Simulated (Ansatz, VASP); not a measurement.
**Two plane-wave programs on Na2Zr**

INCAR

```
PREC     = Accurate       # precision mode
ENCUT    = 600            # plane-wave cutoff, eV
EDIFF    = 1E-7           # SCF threshold, eV
ISMEAR   = 0              # smearing method
SIGMA    = 0.1            # smearing width, eV
LREAL    = F              # projectors in reciprocal space
LASPH    = T              # aspherical terms in the spheres
NELM     = 60             # most SCF steps
ALGO     = Fast           # electronic algorithm
ISIF     = 3              # what is computed and relaxed
LWAVE    = F              # write WAVECAR
LCHARG   = F              # write CHGCAR
GGA      = PE             # functional
IBRION   = 2              # ionic algorithm
NSW      = 100            # ionic steps
EDIFFG   = -0.01          # ionic threshold
```

KPOINTS

```
regular mesh
0
Gamma
  8 8 8
```

Contents of POSCAR:

```
Na2Zr
1.0
    0.0000000000      4.2541886183      4.2541886183
    4.2541886183      0.0000000000      4.2541886183
    4.2541886183      4.2541886183      0.0000000000
Na Zr
4 2
Direct
    0.1250000000      0.1250000000      0.1250000000
    0.6250000000      0.1250000000      0.1250000000
    0.1250000000      0.1250000000      0.6250000000
    0.1250000000      0.6250000000      0.1250000000
    0.5000000000      0.5000000000      0.5000000000
    0.7500000000      0.7500000000      0.7500000000
```

Input for Ansatz:

```yaml
crystal:
  lattice:
    - [0.0, 4.2541886183, 4.2541886183]
    - [4.2541886183, 0.0, 4.2541886183]
    - [4.2541886183, 4.2541886183, 0.0]
  atoms:
    - { symbol: Na, position: [0.125, 0.125, 0.125] }
    - { symbol: Na, position: [0.625, 0.125, 0.125] }
    - { symbol: Na, position: [0.125, 0.125, 0.625] }
    - { symbol: Na, position: [0.125, 0.625, 0.125] }
    - { symbol: Zr, position: [0.5, 0.5, 0.5] }
    - { symbol: Zr, position: [0.75, 0.75, 0.75] }
basis:
  ecutwfc: 420
kpoints:
  mp_grid: { grid: [8, 8, 8] }
hamiltonian:
  xc: pbe
scf:
  occupations: { method: gaussian, width: 0.1 }
output:
  forces: true
  stress: true
  eigenvalues: true
relax:
  adjacent_minimum: "off"
  f_tol: 0.01
  max_steps: 80
  cell: { stress_tol: 0.05 }
```

Alike in both runs: task relaxation of cell and atoms; functional PBE; k mesh 8 × 8 × 8; occupations gaussian, width 0.1 eV; no spin polarisation.

```csv
,VASP,Ansatz
version,VASP 6.6.1,Ansatz 0.2.0
potentials or method,"VASP PAW PBE potentials, release 64 (Na_pv, Zr_sv), cutoff 600 eV","scalar-relativistic, plane waves, PAW"
valence electrons in the cell,52,60
```

Ansatz gave:

| Item | Value |
| --- | --- |
| gap on the k mesh at the Fermi level, each at its own relaxed structure (eV) | none |
| relaxed volume (Å³/atom) | 25.99 |
| relaxed length of the cell vector where the two differ most in proportion (Å) | 6.042 |

What did VASP give for the same quantities?

gap on the k mesh at the Fermi level, each at its own relaxed structure (eV): none; relaxed volume (Å³/atom): 26.03; relaxed length of the cell vector where the two differ most in proportion (Å): 6.045.

A gap of «none» marks a metal or a gap that the smearing closes. VASP's potentials hold 52 valence electrons a cell and Ansatz's 60, so a difference there can come from the potentials and not from the codes.
